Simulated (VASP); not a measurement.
# SnS2 (Berndtite-2T) (P-3m1) in VASP: single point with LDA

Aim: the single point of SnS2 (Berndtite-2T) with LDA.

Program: VASP 6.6.1. These are calculated values, not measurements. Logs are shortened: lines on timing, memory, paths and dates and some standing lists are left out, and cuts for length are marked.

## 1. The cell of the first run

Symmetry: P-3m1, No. 164, trigonal system. The conventional cell has a = 3.639 Å, b = 3.639 Å, c = 5.868 Å, α = 90.00°, β = 90.00°, γ = 120.00°. Sn (site symmetry -3m) has 6 S at 2.56 Å within 3.4 Å. Within 3.4 Å of S (site symmetry 3m) lie 3 Sn at 2.56 Å.

## 2. Single point, LDA

INCAR

```
PREC = Accurate
ENCUT = 500
EDIFF = 1E-6
ISMEAR = 0
SIGMA = 0.01
LREAL = F
LASPH = T
NELM = 120
ALGO = Normal
ISIF = 2
LWAVE = F
LCHARG = F
GGA = CA
NBANDS = 20
GGA_COMPAT = F
```

KPOINTS

```
Automatic mesh
0
Gamma
  6 6 2
```

POSCAR

```
SnS2
1.0
    3.6390000000      0.0000000000      0.0000000000
   -1.8195000000      3.1514660000      0.0000000000
    0.0000000000      0.0000000000      5.8680000000
Sn S
1 2
Direct
    0.0000000000      0.0000000000      0.0000000000
    0.3333333333      0.6666666667      0.2500000000
    0.6666666667      0.3333333333      0.7500000000
```

Potentials or basis: VASP PAW LDA potentials, release 64 (Sn_d, S).

On the command line:

```bash
$ cat potpaw_LDA.64/Sn_d/POTCAR potpaw_LDA.64/S/POTCAR > POTCAR
$ mpirun -np 1 vasp_std > vasp.out
```

OUTCAR:

```text
PREC = Accurate
   ENCUT = 500
   EDIFF = 1E-6
   ISMEAR = 0
   LREAL = F
   LASPH = T
   NELM = 120
   ISIF = 2
   GGA = CA

 ion  position               nearest neighbor table
   1  0.000  0.000  0.000-   2 2.56   3 2.56   3 2.56   2 2.56   3 2.56   2 2.56
   2  0.333  0.667  0.250-   1 2.56   1 2.56   1 2.56
   3  0.667  0.333  0.750-   1 2.56   1 2.56   1 2.56

  LATTYP: Found a hexagonal cell.
 ALAT       =     3.6390000000
 C/A-ratio  =     1.6125309151

  Lattice vectors:

 A1 = (   3.6390000000,   0.0000000000,   0.0000000000)
 A2 = (  -1.8195000000,   3.1514660000,   0.0000000000)
 A3 = (   0.0000000000,   0.0000000000,   5.8680000000)

Analysis of symmetry for initial positions (statically):
=====================================================================
 Subroutine PRICEL returns:
 Original cell was already a primitive cell.

 Routine SETGRP: Setting up the symmetry group for a
 hexagonal supercell.

 Subroutine GETGRP returns: Found 12 space group operations
 (whereof 12 operations were pure point group operations)
 out of a pool of 24 trial point group operations.

The static configuration has the point symmetry D_3d.

Analysis of symmetry for dynamics (positions and initial velocities):
=====================================================================
 Subroutine PRICEL returns:
 Original cell was already a primitive cell.

 Routine SETGRP: Setting up the symmetry group for a
 hexagonal supercell.

 Subroutine GETGRP returns: Found 12 space group operations
 (whereof 12 operations were pure point group operations)
 out of a pool of 24 trial point group operations.

The dynamic configuration has the point symmetry D_3d.

 Subroutine INISYM returns: Found 12 space group operations
 (whereof 12 operations are pure point group operations),
 and found     1 'primitive' translations

----------------------------------------------------------------------------------------

                                     Primitive cell

  volume of cell :      67.2953

  direct lattice vectors                    reciprocal lattice vectors
     3.639000000  0.000000000  0.000000000     0.274800769  0.158656321  0.000000000
    -1.819500000  3.151466000  0.000000000     0.000000000  0.317312641  0.000000000
     0.000000000  0.000000000  5.868000000     0.000000000  0.000000000  0.170415815

  length of vectors
     3.639000000  3.638999615  5.868000000     0.317312608  0.317312641  0.170415815

  position of ions in fractional coordinates (direct lattice)
     0.000000000  0.000000000  0.000000000
     0.333333333  0.666666667  0.250000000
     0.666666667  0.333333333  0.750000000

  ion indices of the primitive-cell ions
   primitive index   ion index
                 1           1
                 2           2
                 3           3

----------------------------------------------------------------------------------------

 KPOINTS: Automatic mesh

Automatic generation of k-mesh.
 Grid dimensions read from file:
 generate k-points for:    6    6    2

 Generating k-lattice:

  Cartesian coordinates                     Fractional coordinates (reciprocal lattice)
     0.045800128  0.026442720  0.000000000     0.166666667  0.000000000  0.000000000
     0.000000000  0.052885440  0.000000000     0.000000000  0.166666667  0.000000000
     0.000000000  0.000000000  0.085207907     0.000000000  0.000000000  0.500000000

  Length of vectors
     0.052885435  0.052885440  0.085207907

  Shift w.r.t. Gamma in fractional coordinates (k-lattice)
     0.000000000  0.000000000  0.000000000

 Subroutine IBZKPT returns following result:
 ===========================================

 Found     14 irreducible k-points:

 Following reciprocal coordinates:
            Coordinates               Weight
  0.000000  0.000000  0.000000      1.000000
  0.166667 -0.000000  0.000000      6.000000
  0.333333 -0.000000  0.000000      6.000000
  0.500000  0.000000  0.000000      3.000000
  0.166667  0.166667  0.000000      6.000000
  0.333333  0.166667  0.000000     12.000000
  0.333333  0.333333  0.000000      2.000000
  0.000000  0.000000  0.500000      1.000000
  0.166667 -0.000000  0.500000      6.000000
  0.333333 -0.000000  0.500000      6.000000
  0.500000  0.000000  0.500000      3.000000
  0.166667  0.166667  0.500000      6.000000
  0.333333  0.166667  0.500000     12.000000
  0.333333  0.333333  0.500000      2.000000
   k-points           NKPTS =     14   k-points in BZ     NKDIM =     14   number of bands    NBANDS=     20
   number of dos      NEDOS =    301   number of ions     NIONS =      3
   total plane-waves  NPLWV =  37632
   dimension x,y,z NGX =    28 NGY =   28 NGZ =   48
   dimension x,y,z NGXF=    56 NGYF=   56 NGZF=   96
   ions per type =               1   2
   NGX,Y,Z   is equivalent  to a cutoff of  12.79, 12.79, 13.60 a.u.
   NGXF,Y,Z  is equivalent  to a cutoff of  25.58, 25.58, 27.20 a.u.
 SYSTEM =  unknown system
   PREC   = accura    normal or accurate (medium, high low for compatibility)
   ISTART =      0    job   : 0-new  1-cont  2-samecut
   ICHARG =      2    charge: 1-file 2-atom 10-const
   ISPIN  =      1    spin polarized calculation?
   LNONCOLLINEAR =      F non collinear calculations
   LSORBIT =      F    spin-orbit coupling
   LASPH  =      T    aspherical Exc in radial PAW
   ENCUT  =  500.0 eV  36.75 Ry    6.06 a.u.   6.63  6.63 10.70*2*pi/ulx,y,z
   NELM   =    120;   NELMIN=  2; NELMDL= -5     # of ELM steps
   EDIFF  = 0.1E-05   stopping-criterion for ELM
   LREAL  =      F    real-space projection
   EDIFFG = 0.1E-04   stopping-criterion for IOM
   NSW    =      0    number of steps for IOM
   IBRION =     -1    ionic relax: 0-MD 1-quasi-New 2-CG
   NFREE  =      0    steps in history (QN), initial steepest desc. (CG)
   ISIF   =      2    stress and relaxation
   ISYM   =      2    0-nonsym 1-usesym 2-fastsym
   POTIM  = 0.5000    time-step for ionic-motion
   TEBEG  =    0.0;   TEEND  =   0.0 temperature during run
   PSTRESS=    0.0 pullay stress
   NELECT =      26.0000    total number of electrons
   NUPDOWN=      -1.0000    fix difference up-down
   EMIN   =  10.00;   EMAX   =-10.00  energy-range for DOS
   EFERMI =   0.00;   METHOD = LEGACY
   ISMEAR =     0;   SIGMA  =   0.01  broadening in eV -4-tet -1-fermi 0-gaus
   EFERMI_NEDOS =   21; number of points for ismear=-14 and -15
   IALGO  =     38    algorithm
   IMIX   =      4    mixing-type and parameters
     AMIX     =   0.40;   BMIX     =  1.00
     AMIX_MAG =   1.60;   BMIX_MAG =  1.00
  volume/ion in A,a.u.               =      22.43       151.38
  Fermi-wavevector in a.u.,A,eV,Ry     =   1.192352  2.253218 19.343436  1.421702
  Thomas-Fermi vector in A             =   2.328392
   LORBIT       =      0    0 simple, 1 ext, 2 COOP (PROOUT), +10 PAW based schemes
   GGA     = CA    functional components
   LHFCALC =     F    Hartree Fock is set to
   AEXX    =    0.0000 exact exchange contribution
   IVDW    =     0    specifies the selected vdW correction
   LEPSILON=     F    determine dielectric tensor
   LRPA    =     F    only Hartree local field effects (RPA)
 non-spin polarized calculation
 Gauss-broadening in eV      SIGMA  =   0.01
  energy-cutoff  :      500.00
  volume of cell :       67.30
 maximum number of plane-waves:      1737
 NGX is ok and might be reduce to    28
   NGX = 13   NGY = 13   NGZ = 21

 number of electron      26.0000007 magnetization

 Free energy of the ion-electron system (eV)
  ---------------------------------------------------
  ext. energy  EPLUGINS =         0.00000000
  ---------------------------------------------------
  free energy    TOTEN  =       -15.06678742 eV

  energy without entropy =      -15.06678742  energy(sigma->0) =      -15.06678742

 E-fermi :   4.7418     XC(G=0): -10.0270

 val. band max:        4.6498965266   @ k =   0.0000   0.0000   0.0000
 cond. band min:       6.0073818920   @ k =   0.5000   0.0000   0.5000
 fundamental gap:      1.3574853654
 Fermi energy:         4.7418147138

 k-point     1 :       0.0000    0.0000    0.0000
  band No.  band energies     occupation
      1     -16.2476      2.00000
      2     -16.2476      2.00000
      3     -16.1986      2.00000
      4     -16.1701      2.00000
      5     -16.1701      2.00000
      6      -9.2319      2.00000
[... 12 lines left out ...]
     19      14.1440      0.00000
     20      14.1440      0.00000

 k-point     2 :       0.1667   -0.0000    0.0000
  band No.  band energies     occupation
      1     -16.2662      2.00000
      2     -16.2323      2.00000
      3     -16.1878      2.00000
      4     -16.1780      2.00000
      5     -16.1676      2.00000
      6      -8.9150      2.00000
[... 12 lines left out ...]
     19      13.4450      0.00000
     20      14.3949      0.00000

 k-point     3 :       0.3333   -0.0000    0.0000
  band No.  band energies     occupation
      1     -16.3091      2.00000
      2     -16.2149      2.00000
      3     -16.2025      2.00000
      4     -16.1519      2.00000
      5     -16.1488      2.00000
      6      -8.0442      2.00000
[... 12 lines left out ...]
     19      13.8064      0.00000
     20      14.8806      0.00000

 k-point     4 :       0.5000    0.0000    0.0000
  band No.  band energies     occupation
      1     -16.3316      2.00000
      2     -16.2128      2.00000
      3     -16.2109      2.00000
      4     -16.1367      2.00000
      5     -16.1327      2.00000
      6      -7.2320      2.00000
[... 199 lines left out ...]
 k-point    13 :       0.3333    0.1667    0.5000
  band No.  band energies     occupation
      1     -16.3085      2.00000
      2     -16.2312      2.00000
      3     -16.1968      2.00000
      4     -16.1543      2.00000
      5     -16.1353      2.00000
      6      -7.2212      2.00000
[... 12 lines left out ...]
     19      13.6249      0.00000
     20      14.7644      0.00000

 k-point    14 :       0.3333    0.3333    0.5000
  band No.  band energies     occupation
      1     -16.2724      2.00000
      2     -16.2724      2.00000
      3     -16.1692      2.00000
      4     -16.1692      2.00000
      5     -16.1430      2.00000
      6      -6.6227      2.00000
[... 12 lines left out ...]
     19      14.1551      0.00000
     20      14.1598      0.00000

------------------------ aborting loop because EDIFF is reached ----------------------------------------

  FORCE on cell =-STRESS in cart. coord.  units (eV):
  Direction    XX          YY          ZZ          XY          YZ          ZX
  --------------------------------------------------------------------------------------
  -------------------------------------------------------------------------------------
  Total       -0.2679126     -0.2679125     -0.3874489      0.0000000      0.0000000      0.0000000
  in kB       -6.3785049     -6.3785031     -9.2244441      0.0000000      0.0000000      0.0000000
  external PRESSURE =      -7.3271507 kB  Pullay stress =       0.0000000 kB

 VOLUME and BASIS-vectors are now :
 -----------------------------------------------------------------------------
  energy-cutoff  :      500.00
  volume of cell :       67.30
      direct lattice vectors                 reciprocal lattice vectors
     3.639000000  0.000000000  0.000000000     0.274800769  0.158656321  0.000000000
    -1.819500000  3.151466000  0.000000000     0.000000000  0.317312641  0.000000000
     0.000000000  0.000000000  5.868000000     0.000000000  0.000000000  0.170415815

 POSITION                                       TOTAL-FORCE (eV/Angst)
 -----------------------------------------------------------------------------------
      0.00000      0.00000      0.00000        -0.000000      0.000000      0.000000
     -0.00000      2.10098      1.46700         0.000000      0.000000     -0.000954
      1.81950      1.05049      4.40100         0.000000      0.000000      0.000954
 -----------------------------------------------------------------------------------
    total drift:                               -0.000000     -0.000000     -0.000000

  FREE ENERGIE OF THE ION-ELECTRON SYSTEM (eV)
  ---------------------------------------------------
  free  energy   TOTEN  =       -15.0667874173 eV

  energy  without entropy=      -15.0667874173  energy(sigma->0) =      -15.06678742
```

Run time: 18 s. Hardware: 1 thread of Intel Xeon Platinum 8488C (Sapphire Rapids), shared host; peak memory 0.16 GiB.

What came out:

- Free energy: -15.0668 eV
- Pressure: -0.7 GPa
- Band gap on the k mesh: 1.36 eV, indirect (least direct gap 1.77 eV)

Caveat: the k points lie up to 0.54 Å⁻¹ apart; spin-orbit coupling is left out, which moves the levels of the heavy elements.
